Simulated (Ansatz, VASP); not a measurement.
## Two plane-wave programs on Co

```
Co
1.0
     2.45641    0.00000    0.00000
    -1.22820    2.12731    0.00000
     0.00000    0.00000    3.96968
Co
2
Cartesian
  0.0000 1.4182 0.9924
  1.2282 0.7091 2.9773
```

Alike in both runs: functional PBEsol; k mesh 18 × 18 × 10; occupations gaussian, width 0.1 eV; collinear spin.

Ansatz relaxed the structure, and its values are those at the end. VASP's run is a single point on that final structure, the one shown.

```csv
,VASP,Ansatz
version,VASP 6.6.1,Ansatz 0.2.0
potentials or method,"VASP PAW PBE potentials, release 64 (Co), cutoff 520 eV","scalar-relativistic, plane waves, PAW"
valence electrons in the cell,18,34
```

Ansatz gave:

- gap on the k mesh at the Fermi level (eV): none
- pressure (GPa): 0.0
- net moment per atom (μB): 1.57
- size of the moment on the site where the two differ most (μB): 1.64

Problem. What did VASP give for the same quantities?

Solution. gap on the k mesh at the Fermi level (eV): none; pressure (GPa): -0.9; net moment per atom (μB): 1.57; size of the moment on the site where the two differ most (μB): 1.58.

VASP's potentials were made for PBE, not for PBEsol. Site moments also hang on the region over which each program counts them. A gap of «none» marks a metal or a gap that the smearing closes. The functional is the same, so the differences come from potentials, cutoffs and numerics. VASP's potentials hold 18 valence electrons a cell and Ansatz's 34, so a difference there can come from the potentials and not from the codes.
